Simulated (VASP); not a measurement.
# BeS (I4_1md) in VASP: further runs

Runs on BeS. Level: PBE. Tasks: single point, relaxation of cell and atoms.

Program: VASP 6.6.1. These are calculated values, not measurements. Logs are shortened: lines on timing, memory, paths and dates and some standing lists are left out, and cuts for length are marked.

### Step 1. The cell of the first run

The structure is tetragonal, space group I4_1md (No. 109). Conventional cell: a = 4.809 Å, b = 4.809 Å, c = 5.372 Å, α = 90.00°, β = 90.00°, γ = 90.00°. Within 2.2 Å of Be (site symmetry 2mm) lie 1 S at 1.63 Å. S (site symmetry 2mm) has 1 Be at 1.63 Å within 2.2 Å.

### Step 2. Single point, PBE

INCAR

```
SYSTEM = BeS
ALGO     = Normal         ! electronic algorithm
EDIFF    = 1E-6           ! SCF threshold, eV
ENCUT    = 520            ! plane-wave cutoff, eV
GGA      = PE             ! functional
ISIF     = 2              ! what is computed and relaxed
ISMEAR   = 0              ! smearing method
LASPH    = .True.         ! aspherical terms in the spheres
LCHARG   = .False.        ! write CHGCAR
LREAL    = .False.        ! projectors in reciprocal space
LWAVE    = .False.        ! write WAVECAR
NBANDS   = 16             ! bands
NELM     = 80             ! most SCF steps
PREC     = Accurate       ! precision mode
SIGMA    = 0.1            ! smearing width, eV
```

KPOINTS

```
k-points
0
Gamma
  6 6 6
  0 0 0
```

POSCAR

```
BeS
1.0
   -2.4046487000      2.4046487000      2.6861090700
    2.4046487000     -2.4046487000      2.6861090700
    2.4046487000      2.4046487000     -2.6861090700
Be S
2 2
Direct
    0.3788465600      0.3788465600      0.0000000000
    0.1288465600      0.6288465600      0.5000000000
    0.6816984300      0.6816984300      0.0000000000
    0.4316984300      0.9316984300      0.5000000000
```

Potentials or basis: VASP PAW PBE potentials, release 64 (Be, S).

Command:

```sh
cat potpaw_PBE.64/Be/POTCAR potpaw_PBE.64/S/POTCAR > POTCAR
mpirun -np 1 vasp_std > vasp.out
```

OUTCAR:

```text
SYSTEM = BeS
   EDIFF = 1E-6
   ENCUT = 520
   GGA = PE
   ISIF = 2
   ISMEAR = 0
   LASPH = .True.
   LREAL = .False.
   NELM = 80
   PREC = Accurate

 ion  position               nearest neighbor table
   1  0.379  0.379  0.000-   3 1.63   4 2.42   4 2.42
   2  0.129  0.629  0.500-   4 1.63   3 2.42   3 2.42
   3  0.682  0.682  0.000-   1 1.63   2 2.42   2 2.42   4 2.75   4 2.75   4 2.75   4 2.75
   4  0.432  0.932  0.500-   2 1.63   1 2.42   1 2.42   3 2.75   3 2.75   3 2.75   3 2.75

  LATTYP: Found a body centered tetragonal cell.
 ALAT       =     4.8092974000
 C/A-ratio  =     1.1170484362

  Lattice vectors:

 A1 = (  -2.4046487000,   2.4046487000,   2.6861090700)
 A2 = (   2.4046487000,  -2.4046487000,   2.6861090700)
 A3 = (   2.4046487000,   2.4046487000,  -2.6861090700)

Analysis of symmetry for initial positions (statically):
=====================================================================
 Subroutine PRICEL returns:
 Original cell was already a primitive cell.

 Routine SETGRP: Setting up the symmetry group for a
 body centered tetragonal supercell.

 Subroutine GETGRP returns: Found  8 space group operations
 (whereof  4 operations were pure point group operations)
 out of a pool of 16 trial point group operations.

The static configuration has the point symmetry C_2v.
 The point group associated with its full space group is C_4v.

Analysis of symmetry for dynamics (positions and initial velocities):
=====================================================================
 Subroutine PRICEL returns:
 Original cell was already a primitive cell.

 Routine SETGRP: Setting up the symmetry group for a
 body centered tetragonal supercell.

 Subroutine GETGRP returns: Found  8 space group operations
 (whereof  4 operations were pure point group operations)
 out of a pool of 16 trial point group operations.

The dynamic configuration has the point symmetry C_2v.
 The point group associated with its full space group is C_4v.

 Subroutine INISYM returns: Found  8 space group operations
 (whereof  4 operations are pure point group operations),
 and found     1 'primitive' translations

----------------------------------------------------------------------------------------

                                     Primitive cell

  volume of cell :      62.1279

  direct lattice vectors                    reciprocal lattice vectors
    -2.404648700  2.404648700  2.686109070     0.000000000  0.207930580  0.186142851
     2.404648700 -2.404648700  2.686109070     0.207930580  0.000000000  0.186142851
     2.404648700  2.404648700 -2.686109070     0.207930580  0.207930580  0.000000000

  length of vectors
     4.333572738  4.333572738  4.333572738     0.279077565  0.279077565  0.294058247

  position of ions in fractional coordinates (direct lattice)
     0.378846560  0.378846560  0.000000000
     0.128846560  0.628846560  0.500000000
     0.681698430  0.681698430  0.000000000
     0.431698430  0.931698430  0.500000000

  ion indices of the primitive-cell ions
   primitive index   ion index
                 1           1
                 2           2
                 3           3
                 4           4

----------------------------------------------------------------------------------------

 KPOINTS: k-points

Automatic generation of k-mesh.
 Grid dimensions read from file:
 generate k-points for:    6    6    6

 Generating k-lattice:

  Cartesian coordinates                     Fractional coordinates (reciprocal lattice)
     0.000000000  0.034655097  0.031023808     0.166666667  0.000000000  0.000000000
     0.034655097  0.000000000  0.031023808     0.000000000  0.166666667  0.000000000
     0.034655097  0.034655097  0.000000000     0.000000000  0.000000000  0.166666667

  Length of vectors
     0.046512927  0.046512927  0.049009708

  Shift w.r.t. Gamma in fractional coordinates (k-lattice)
     0.000000000  0.000000000  0.000000000

 Subroutine IBZKPT returns following result:
 ===========================================

 Found     30 irreducible k-points:

 Following reciprocal coordinates:
            Coordinates               Weight
  0.000000  0.000000  0.000000      1.000000
  0.166667 -0.000000  0.000000      8.000000
  0.333333 -0.000000  0.000000      8.000000
  0.500000 -0.000000  0.000000      4.000000
  0.166667  0.166667  0.000000      8.000000
  0.333333  0.166667  0.000000     16.000000
[... 16 lines left out ...]
 -0.333333 -0.333333  0.166667      8.000000
 -0.166667 -0.333333  0.166667      8.000000
 [... further k-points ...]
   k-points           NKPTS =     30   k-points in BZ     NKDIM =     30   number of bands    NBANDS=     16
   number of dos      NEDOS =    301   number of ions     NIONS =      4
   total plane-waves  NPLWV =  32768
   dimension x,y,z NGX =    32 NGY =   32 NGZ =   32
   dimension x,y,z NGXF=    64 NGYF=   64 NGZF=   64
   ions per type =               2   2
   NGX,Y,Z   is equivalent  to a cutoff of  12.28, 12.28, 12.28 a.u.
   NGXF,Y,Z  is equivalent  to a cutoff of  24.55, 24.55, 24.55 a.u.
 SYSTEM =  BeS
   PREC   = accura    normal or accurate (medium, high low for compatibility)
   ISTART =      0    job   : 0-new  1-cont  2-samecut
   ICHARG =      2    charge: 1-file 2-atom 10-const
   ISPIN  =      1    spin polarized calculation?
   LNONCOLLINEAR =      F non collinear calculations
   LSORBIT =      F    spin-orbit coupling
   LASPH  =      T    aspherical Exc in radial PAW
   ENCUT  =  520.0 eV  38.22 Ry    6.18 a.u.   8.06  8.06  8.06*2*pi/ulx,y,z
   NELM   =     80;   NELMIN=  2; NELMDL= -5     # of ELM steps
   EDIFF  = 0.1E-05   stopping-criterion for ELM
   LREAL  =      F    real-space projection
   EDIFFG = 0.1E-04   stopping-criterion for IOM
   NSW    =      0    number of steps for IOM
   IBRION =     -1    ionic relax: 0-MD 1-quasi-New 2-CG
   NFREE  =      0    steps in history (QN), initial steepest desc. (CG)
   ISIF   =      2    stress and relaxation
   ISYM   =      2    0-nonsym 1-usesym 2-fastsym
   POTIM  = 0.5000    time-step for ionic-motion
   TEBEG  =    0.0;   TEEND  =   0.0 temperature during run
   PSTRESS=    0.0 pullay stress
   NELECT =      16.0000    total number of electrons
   NUPDOWN=      -1.0000    fix difference up-down
   EMIN   =  10.00;   EMAX   =-10.00  energy-range for DOS
   EFERMI =   0.00;   METHOD = LEGACY
   ISMEAR =     0;   SIGMA  =   0.10  broadening in eV -4-tet -1-fermi 0-gaus
   EFERMI_NEDOS =   21; number of points for ismear=-14 and -15
   IALGO  =     38    algorithm
   IMIX   =      4    mixing-type and parameters
     AMIX     =   0.40;   BMIX     =  1.00
     AMIX_MAG =   1.60;   BMIX_MAG =  1.00
  volume/ion in A,a.u.               =      15.53       104.81
  Fermi-wavevector in a.u.,A,eV,Ry     =   1.041564  1.968270 14.760349  1.084855
  Thomas-Fermi vector in A             =   2.176190
   LORBIT       =      0    0 simple, 1 ext, 2 COOP (PROOUT), +10 PAW based schemes
   GGA     = PE    functional components
   LHFCALC =     F    Hartree Fock is set to
   AEXX    =    0.0000 exact exchange contribution
   IVDW    =     0    specifies the selected vdW correction
   LEPSILON=     F    determine dielectric tensor
   LRPA    =     F    only Hartree local field effects (RPA)
 non-spin polarized calculation
 Gauss-broadening in eV      SIGMA  =   0.10
  energy-cutoff  :      520.00
  volume of cell :       62.13
 maximum number of plane-waves:      1692
   NGX = 17   NGY = 17   NGZ = 17

 number of electron      16.0000001 magnetization

 Free energy of the ion-electron system (eV)
  ---------------------------------------------------
  ext. energy  EPLUGINS =         0.00000000
  ---------------------------------------------------
  free energy    TOTEN  =       -11.61022241 eV

  energy without entropy =      -11.60717714  energy(sigma->0) =      -11.60869978

 E-fermi :   4.8063     XC(G=0):  -9.4235

 val. band max:        4.7285793863   @ k =   0.1667  -0.0000   0.0000
 cond. band min:       4.8593066754   @ k =  -0.3333   0.5000   0.3333
 fundamental gap:      0.1307272890
 Fermi energy:         4.8062739155

 k-point     1 :       0.0000    0.0000    0.0000
  band No.  band energies     occupation
      1     -10.6303      2.00000
      2      -6.4180      2.00000
      3      -0.2083      2.00000
      4      -0.2083      2.00000
      5       0.3567      2.00000
      6       1.3075      2.00000
[... 8 lines left out ...]
     15      12.5211      0.00000
     16      12.7755      0.00000

 k-point     2 :       0.1667   -0.0000    0.0000
  band No.  band energies     occupation
      1     -10.4662      2.00000
      2      -6.7396      2.00000
      3      -0.4435      2.00000
      4      -0.3071      2.00000
      5       0.1781      2.00000
      6       1.3115      2.00000
[... 8 lines left out ...]
     15      12.1798      0.00000
     16      12.6504      0.00000

 k-point     3 :       0.3333   -0.0000    0.0000
  band No.  band energies     occupation
      1     -10.0447      2.00000
      2      -7.4416      2.00000
      3      -0.8864      2.00000
      4      -0.8196      2.00000
      5      -0.0662      2.00000
      6       2.0574      2.00000
[... 8 lines left out ...]
     15      12.4761      0.00000
     16      13.2179      0.00000

 k-point     4 :       0.5000   -0.0000    0.0000
  band No.  band energies     occupation
      1      -9.7355      2.00000
      2      -7.8784      2.00000
      3      -1.1832      2.00000
      4      -0.9776      2.00000
      5      -0.1452      2.00000
      6       2.5739      2.00000
[... 8 lines left out ...]
     15      12.6526      0.00000
     16      14.0227      0.00000
[... 324 lines left out ...]
 k-point    22 :      -0.1667    0.5000    0.1667
  band No.  band energies     occupation
      1      -9.5949      2.00000
      2      -7.9649      2.00000
      3      -1.5541      2.00000
      4      -1.2694      2.00000
      5       0.3119      2.00000
      6       1.7260      2.00000
[... 8 lines left out ...]
     15      12.8562      0.00000
     16      14.0581      0.00000

 k-point    23 :      -0.3333   -0.3333    0.1667
  band No.  band energies     occupation
      1      -9.5782      2.00000
      2      -7.9159      2.00000
      3      -1.8832      2.00000
      4      -1.1213      2.00000
      5       0.6528      2.00000
      6       0.8932      2.00000
[... 8 lines left out ...]
     15      12.8961      0.00000
     16      13.4564      0.00000

 k-point    24 :      -0.1667   -0.3333    0.1667
  band No.  band energies     occupation
      1      -9.9987      2.00000
      2      -7.3682      2.00000
      3      -1.2728      2.00000
      4      -1.1274      2.00000
      5       0.5120      2.00000
      6       0.8703      2.00000
[... 8 lines left out ...]
     15      12.8734      0.00000
     16      13.2493      0.00000

 [... further k-points ...]
[... 5 lines left out ...]
  --------------------------------------------------------------------------------------
  -------------------------------------------------------------------------------------
  Total        1.6079917      1.6079917     25.6037107      0.0000000      0.0000000      0.0000000
  in kB       41.4674635     41.4674635    660.2776270      0.0000000      0.0000000      0.0000000
  external PRESSURE =     247.7375180 kB  Pullay stress =       0.0000000 kB

 VOLUME and BASIS-vectors are now :
 -----------------------------------------------------------------------------
  energy-cutoff  :      520.00
  volume of cell :       62.13
      direct lattice vectors                 reciprocal lattice vectors
    -2.404648700  2.404648700  2.686109070     0.000000000  0.207930580  0.186142851
     2.404648700 -2.404648700  2.686109070     0.207930580  0.000000000  0.186142851
     2.404648700  2.404648700 -2.686109070     0.207930580  0.207930580  0.000000000

 POSITION                                       TOTAL-FORCE (eV/Angst)
 -----------------------------------------------------------------------------------
      0.00000      0.00000      2.03525        -0.000000      0.000000     -7.385524
      2.40465      0.00000      0.69219         0.000000     -0.000000     -7.385524
      0.00000      0.00000      3.66223         0.000000     -0.000000      7.385524
      2.40465      0.00000      2.31918        -0.000000      0.000000      7.385524
 -----------------------------------------------------------------------------------
    total drift:                                0.000002      0.000002     -0.000441

  FREE ENERGIE OF THE ION-ELECTRON SYSTEM (eV)
  ---------------------------------------------------
  free  energy   TOTEN  =       -11.6102224122 eV

  energy  without entropy=      -11.6071771400  energy(sigma->0) =      -11.60869978
```

Wall time 10 s (1 thread of Intel Xeon 6975P-C (Granite Rapids), shared host); peak memory 0.17 GiB.

Results:

```yaml
Free_energy: -11.6102 eV
Pressure: 24.8 GPa
Largest_force: 7.386 eV/Å
Band_gap_on_the_k_mesh: zero (band 8 reaches 5.41 eV, above the bottom of band 9 at 3.73 eV)
```

Forces in eV/Å, atoms in the order of the input:
```
Be   0.000  0.000 -7.386
Be   0.000  0.000 -7.386
S    0.000  0.000  7.386
S    0.000  0.000  7.386
```

Levels at points of the mesh, in eV from the Fermi level:
```
           k point  band 5  band 6  band 7  band 8  band 9  band 10  band 11  band 12
(0.00, 0.00, 0.00)   -4.45   -3.50   -1.85   -1.85   -1.08     3.19     3.19     4.13
(0.50, 0.00, 0.00)   -4.95   -2.23   -1.66   -0.78    0.78     1.91     4.44     4.58
(0.50, 0.50, 0.00)   -4.20   -4.20   -0.75   -0.75    1.90     1.90     4.18     4.18
(0.50, 0.50, 0.50)   -4.52   -4.52    0.60    0.60    1.39     1.39     4.40     4.40
```

Caveat: forces of over 1 eV/Å act on the atoms, so gaps and moduli don't describe the material at rest.

(Part 1 of 2 ends here.)
